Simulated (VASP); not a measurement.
# Fe2O (antifluorite type) (Fm-3m) in VASP: a series of runs

The runs below take Fe2O (antifluorite type) through single point, with PBE.

Program: VASP 6.6.1. These are calculated values, not measurements. Logs are shortened: lines on timing, memory, paths and dates and some standing lists are left out, and cuts for length are marked.

**1. The cell of the first run**

It takes space group Fm-3m (No. 225, cubic). The conventional cell has a = 4.995 Å, b = 4.995 Å, c = 4.995 Å, α = 90.00°, β = 90.00°, γ = 90.00°. Within 2.9 Å of Fe (site symmetry -43m) lie 4 O at 2.16 Å and 6 Fe at 2.50 Å. O (site symmetry m-3m) has 8 Fe at 2.16 Å within 2.9 Å.

**2. Single point, PBE**

File INCAR:

```
ALGO = Normal
EDIFF = 1E-6
ENCUT = 520
GGA = PE
ISIF = 2
ISMEAR = -1
LASPH = True
LCHARG = False
LREAL = False
LWAVE = False
NBANDS = 18
NELM = 80
PREC = Accurate
SIGMA = 0.06122561905347299
```

File KPOINTS:

```
k-points
0
Gamma
  38 38 38
```

File POSCAR:

```
Fe2O
1.0
    0.0000000000      2.4975324813      2.4975324813
    2.4975324813      0.0000000000      2.4975324813
    2.4975324813      2.4975324813      0.0000000000
Fe O
2 1
Direct
    0.2500000000      0.2500000000      0.2500000000
    0.7500000000      0.7500000000      0.7500000000
    0.0000000000      0.0000000000      0.0000000000
```

Potentials or basis: VASP PAW PBE potentials, release 64 (Fe, O).

Launch:

```sh
cat potpaw_PBE.64/Fe/POTCAR potpaw_PBE.64/O/POTCAR > POTCAR
mpirun -np 1 vasp_std > vasp.out
```

OUTCAR:

```text
EDIFF = 1E-6
   ENCUT = 520
   GGA = PE
   ISIF = 2
   ISMEAR = -1
   LASPH = True
   LREAL = False
   NELM = 80
   PREC = Accurate

 ion  position               nearest neighbor table
   1  0.250  0.250  0.250-   3 2.16   3 2.16   3 2.16   3 2.16   2 2.50   2 2.50   2 2.50   2 2.50
                             2 2.50   2 2.50
   2  0.750  0.750  0.750-   3 2.16   3 2.16   3 2.16   3 2.16   1 2.50   1 2.50   1 2.50   1 2.50
                             1 2.50   1 2.50
   3  0.000  0.000  0.000-   2 2.16   2 2.16   2 2.16   1 2.16   1 2.16   1 2.16   2 2.16   1 2.16

  LATTYP: Found a face centered cubic cell.
 ALAT       =     4.9950649626

  Lattice vectors:

 A1 = (   0.0000000000,   2.4975324813,   2.4975324813)
 A2 = (   2.4975324813,   0.0000000000,   2.4975324813)
 A3 = (   2.4975324813,   2.4975324813,   0.0000000000)

Analysis of symmetry for initial positions (statically):
=====================================================================
 Subroutine PRICEL returns:
 Original cell was already a primitive cell.

 Routine SETGRP: Setting up the symmetry group for a
 face centered cubic supercell.

 Subroutine GETGRP returns: Found 48 space group operations
 (whereof 48 operations were pure point group operations)
 out of a pool of 48 trial point group operations.

The static configuration has the point symmetry O_h .

Analysis of symmetry for dynamics (positions and initial velocities):
=====================================================================
 Subroutine PRICEL returns:
 Original cell was already a primitive cell.

 Routine SETGRP: Setting up the symmetry group for a
 face centered cubic supercell.

 Subroutine GETGRP returns: Found 48 space group operations
 (whereof 48 operations were pure point group operations)
 out of a pool of 48 trial point group operations.

The dynamic configuration has the point symmetry O_h .

 Subroutine INISYM returns: Found 48 space group operations
 (whereof 48 operations are pure point group operations),
 and found     1 'primitive' translations

----------------------------------------------------------------------------------------

                                     Primitive cell

  volume of cell :      31.1576

  direct lattice vectors                    reciprocal lattice vectors
     0.000000000  2.497532481  2.497532481    -0.200197597  0.200197597  0.200197597
     2.497532481  0.000000000  2.497532481     0.200197597 -0.200197597  0.200197597
     2.497532481  2.497532481  0.000000000     0.200197597  0.200197597 -0.200197597

  length of vectors
     3.532044308  3.532044308  3.532044308     0.346752409  0.346752409  0.346752409

  position of ions in fractional coordinates (direct lattice)
     0.250000000  0.250000000  0.250000000
     0.750000000  0.750000000  0.750000000
     0.000000000  0.000000000  0.000000000

  ion indices of the primitive-cell ions
   primitive index   ion index
                 1           1
                 2           2
                 3           3

----------------------------------------------------------------------------------------

 KPOINTS: k-points

Automatic generation of k-mesh.
 Grid dimensions read from file:
 generate k-points for:   38   38   38

 Generating k-lattice:

  Cartesian coordinates                     Fractional coordinates (reciprocal lattice)
    -0.005268358  0.005268358  0.005268358     0.026315789  0.000000000  0.000000000
     0.005268358 -0.005268358  0.005268358     0.000000000  0.026315789  0.000000000
     0.005268358  0.005268358 -0.005268358     0.000000000  0.000000000  0.026315789

  Length of vectors
     0.009125063  0.009125063  0.009125063

  Shift w.r.t. Gamma in fractional coordinates (k-lattice)
     0.000000000  0.000000000  0.000000000

 Subroutine IBZKPT returns following result:
 ===========================================

 Found   1440 irreducible k-points:

 Following reciprocal coordinates:
            Coordinates               Weight
  0.000000  0.000000  0.000000      1.000000
  0.026316  0.000000  0.000000      8.000000
  0.052632  0.000000  0.000000      8.000000
  0.078947  0.000000  0.000000      8.000000
  0.105263  0.000000  0.000000      8.000000
  0.131579  0.000000  0.000000      8.000000
[... 16 lines left out ...]
  0.078947  0.026316  0.000000     24.000000
  0.105263  0.026316  0.000000     24.000000
 [... further k-points ...]
   k-points           NKPTS =   1440   k-points in BZ     NKDIM =   1440   number of bands    NBANDS=     18
   number of dos      NEDOS =    301   number of ions     NIONS =      3
   total plane-waves  NPLWV =  21952
   dimension x,y,z NGX =    28 NGY =   28 NGZ =   28
   dimension x,y,z NGXF=    56 NGYF=   56 NGZF=   56
   ions per type =               2   1
   NGX,Y,Z   is equivalent  to a cutoff of  13.18, 13.18, 13.18 a.u.
   NGXF,Y,Z  is equivalent  to a cutoff of  26.36, 26.36, 26.36 a.u.
 SYSTEM =  unknown system
   PREC   = accura    normal or accurate (medium, high low for compatibility)
   ISTART =      0    job   : 0-new  1-cont  2-samecut
   ICHARG =      2    charge: 1-file 2-atom 10-const
   ISPIN  =      1    spin polarized calculation?
   LNONCOLLINEAR =      F non collinear calculations
   LSORBIT =      F    spin-orbit coupling
   LASPH  =      T    aspherical Exc in radial PAW
   ENCUT  =  520.0 eV  38.22 Ry    6.18 a.u.   6.57  6.57  6.57*2*pi/ulx,y,z
   NELM   =     80;   NELMIN=  2; NELMDL= -5     # of ELM steps
   EDIFF  = 0.1E-05   stopping-criterion for ELM
   LREAL  =      F    real-space projection
   EDIFFG = 0.1E-04   stopping-criterion for IOM
   NSW    =      0    number of steps for IOM
   IBRION =     -1    ionic relax: 0-MD 1-quasi-New 2-CG
   NFREE  =      0    steps in history (QN), initial steepest desc. (CG)
   ISIF   =      2    stress and relaxation
   ISYM   =      2    0-nonsym 1-usesym 2-fastsym
   POTIM  = 0.5000    time-step for ionic-motion
   TEBEG  =    0.0;   TEEND  =   0.0 temperature during run
   PSTRESS=    0.0 pullay stress
   NELECT =      22.0000    total number of electrons
   NUPDOWN=      -1.0000    fix difference up-down
   EMIN   =  10.00;   EMAX   =-10.00  energy-range for DOS
   EFERMI =   0.00;   METHOD = LEGACY
   ISMEAR =    -1;   SIGMA  =   0.06  broadening in eV -4-tet -1-fermi 0-gaus
   EFERMI_NEDOS =   21; number of points for ismear=-14 and -15
   IALGO  =     38    algorithm
   IMIX   =      4    mixing-type and parameters
     AMIX     =   0.40;   BMIX     =  1.00
     AMIX_MAG =   1.60;   BMIX_MAG =  1.00
  volume/ion in A,a.u.               =      10.39        70.09
  Fermi-wavevector in a.u.,A,eV,Ry     =   1.457789  2.754821 28.914393  2.125148
  Thomas-Fermi vector in A             =   2.574549
   LORBIT       =      0    0 simple, 1 ext, 2 COOP (PROOUT), +10 PAW based schemes
   GGA     = PE    functional components
   LHFCALC =     F    Hartree Fock is set to
   AEXX    =    0.0000 exact exchange contribution
   IVDW    =     0    specifies the selected vdW correction
   LEPSILON=     F    determine dielectric tensor
   LRPA    =     F    only Hartree local field effects (RPA)
 non-spin polarized calculation
  energy-cutoff  :      520.00
  volume of cell :       31.16
 maximum number of plane-waves:       872
   NGX = 13   NGY = 13   NGZ = 13

 number of electron      21.9999992 magnetization

 Free energy of the ion-electron system (eV)
  ---------------------------------------------------
  ext. energy  EPLUGINS =         0.00000000
  ---------------------------------------------------
  free energy    TOTEN  =       -19.75883384 eV

  energy without entropy =      -19.68121003  energy(sigma->0) =      -19.72002193

 E-fermi :   6.0474     XC(G=0): -12.6005

 val. band max:        6.0468320240   @ k =   0.4737   0.3158   0.0000
 cond. band min:       6.0481240070   @ k =  -0.3158   0.4211   0.2105
 fundamental gap:      0.0012919830
 Fermi energy:         6.0474461158

 k-point     1 :       0.0000    0.0000    0.0000
  band No.  band energies     occupation
      1     -14.9294      2.00000
      2      -1.0813      2.00000
      3      -1.0813      2.00000
      4      -1.0813      2.00000
      5       2.7708      2.00000
      6       3.0090      2.00000
[... 10 lines left out ...]
     17      14.9218      0.00000
     18      14.9218      0.00000

 k-point     2 :       0.0263    0.0000    0.0000
  band No.  band energies     occupation
      1     -14.9271      2.00000
      2      -1.0953      2.00000
      3      -1.0789      2.00000
      4      -1.0789      2.00000
      5       2.8019      2.00000
      6       3.0138      2.00000
[... 10 lines left out ...]
     17      14.9385      0.00000
     18      14.9385      0.00000

 k-point     3 :       0.0526    0.0000    0.0000
  band No.  band energies     occupation
      1     -14.9202      2.00000
      2      -1.1355      2.00000
      3      -1.0716      2.00000
      4      -1.0716      2.00000
      5       2.8933      2.00000
      6       3.0279      2.00000
[... 10 lines left out ...]
     17      14.9879      0.00000
     18      14.9879      0.00000

 k-point     4 :       0.0789    0.0000    0.0000
  band No.  band energies     occupation
      1     -14.9091      2.00000
      2      -1.1972      2.00000
      3      -1.0598      2.00000
      4      -1.0598      2.00000
      5       3.0395      2.00000
      6       3.0516      2.00000
[... 375 lines left out ...]
      4      -1.0704      2.00000
      5       2.8834      2.00000
      6       3.0206      2.00000
[... 10 lines left out ...]
     17      14.9115      0.00000
     18      14.9948      0.00000

 k-point    23 :       0.0789    0.0263    0.0000
  band No.  band energies     occupation
      1     -14.9112      2.00000
      2      -1.1884      2.00000
      3      -1.0621      2.00000
      4      -1.0591      2.00000
      5       3.0108      2.00000
      6       3.0382      2.00000
[... 10 lines left out ...]
     17      14.9471      0.00000
     18      15.0992      0.00000

 k-point    24 :       0.1053    0.0263    0.0000
  band No.  band energies     occupation
      1     -14.8973      2.00000
      2      -1.2596      2.00000
      3      -1.0485      2.00000
      4      -1.0433      2.00000
      5       3.0653      2.00000
      6       3.0871      2.00000
[... 10 lines left out ...]
     17      15.0121      0.00000
     18      15.2289      0.00000

 [... further k-points ...]

------------------------ aborting loop because EDIFF is reached ----------------------------------------

  FORCE on cell =-STRESS in cart. coord.  units (eV):
  Direction    XX          YY          ZZ          XY          YZ          ZX
  --------------------------------------------------------------------------------------
  -------------------------------------------------------------------------------------
  Total       -1.9664854     -1.9664854     -1.9664854      0.0000000      0.0000000      0.0000000
  in kB     -101.1201898   -101.1201898   -101.1201898      0.0000000      0.0000000      0.0000000
  external PRESSURE =    -101.1201898 kB  Pullay stress =       0.0000000 kB

 VOLUME and BASIS-vectors are now :
 -----------------------------------------------------------------------------
  energy-cutoff  :      520.00
  volume of cell :       31.16
      direct lattice vectors                 reciprocal lattice vectors
     0.000000000  2.497532481  2.497532481    -0.200197597  0.200197597  0.200197597
     2.497532481  0.000000000  2.497532481     0.200197597 -0.200197597  0.200197597
     2.497532481  2.497532481  0.000000000     0.200197597  0.200197597 -0.200197597

 POSITION                                       TOTAL-FORCE (eV/Angst)
 -----------------------------------------------------------------------------------
      1.24877      1.24877      1.24877         0.000000      0.000000     -0.000000
      3.74630      3.74630      3.74630        -0.000000     -0.000000      0.000000
      0.00000      0.00000      0.00000         0.000000      0.000000      0.000000
 -----------------------------------------------------------------------------------
    total drift:                                0.000000      0.000000      0.000000

  FREE ENERGIE OF THE ION-ELECTRON SYSTEM (eV)
  ---------------------------------------------------
  free  energy   TOTEN  =       -19.7588338414 eV

  energy  without entropy=      -19.6812100256  energy(sigma->0) =      -19.72002193
```

It took 9.4 min on 1 thread of Intel Xeon 6975P-C (Granite Rapids), shared host; peak memory 0.8 GiB.

What came out:

* Free energy: -19.7588 eV
* Pressure: -10.1 GPa
* Band gap on the k mesh: zero (bands 11 and 12 overlap by 0.99 eV)

Levels at points of the mesh, in eV from the Fermi level:
```tsv
k point	band 9	band 10	band 11	band 12	band 13	band 14
(0.00, 0.00, 0.00)	0.37	0.37	0.38	0.38	0.38	1.24
(0.50, 0.00, 0.00)	-0.98	-0.80	-0.80	-0.25	0.99	0.99
(0.50, 0.50, 0.00)	-0.54	-0.29	-0.29	0.12	0.50	1.18
```

Caveat: the cell stands under tension; the run has no spin polarisation, though such a crystal can be magnetic. Spin polarisation is off, so any magnetic state and its effect on volume and gap are missing.

**3. Single point, PBE**

This run uses another cell than the first one, of 9.80 Å³/atom.

File INCAR:

```
PREC = Accurate ; ENCUT = 520
EDIFF = 1E-7 ; ISMEAR = -1
SIGMA = 0.06122561905347299 ; LREAL = False
LASPH = True ; NELM = 100
ALGO = Normal ; ISIF = 2
LWAVE = False ; LCHARG = True
GGA = PE ; LELF = True
LVHAR = True ; NBANDS = 18
```

File KPOINTS:

```
Automatic mesh
0
Gamma
  38 38 38
```

File POSCAR:

```
Fe2O
1.0
    0.0000000000      2.4494910484      2.4494910484
    2.4494910484      0.0000000000      2.4494910484
    2.4494910484      2.4494910484      0.0000000000
Fe O
2 1
Direct
    0.2500000000      0.2500000000      0.2500000000
    0.7500000000      0.7500000000      0.7500000000
    0.0000000000      0.0000000000      0.0000000000
```

Potentials or basis: VASP PAW PBE potentials, release 64 (Fe, O).

Launch:

```sh
cat potpaw_PBE.64/Fe/POTCAR potpaw_PBE.64/O/POTCAR > POTCAR
mpirun -np 1 vasp_std > vasp.out
```

It took 21 min on 1 thread of Intel Xeon 8259CL, shared host; peak memory 0.77 GiB.

Results (log left out):

* Free energy: -19.8138 eV
* Pressure: 0.5 GPa
* Band gap on the k mesh: zero (bands 11 and 12 overlap by 1.07 eV)

Levels at points of the mesh, in eV from the Fermi level:
```csv
k point,band 9,band 10,band 11,band 12,band 13,band 14
"(0.00, 0.00, 0.00)",0.41,0.41,0.41,0.41,0.41,1.35
"(0.50, 0.00, 0.00)",-1.07,-0.89,-0.89,-0.27,1.08,1.08
"(0.50, 0.50, 0.00)",-0.61,-0.33,-0.33,0.13,0.54,1.29
```

Caveat: the run has no spin polarisation, though such a crystal can be magnetic. Spin polarisation is off, so any magnetic state and its effect on volume and gap are missing.
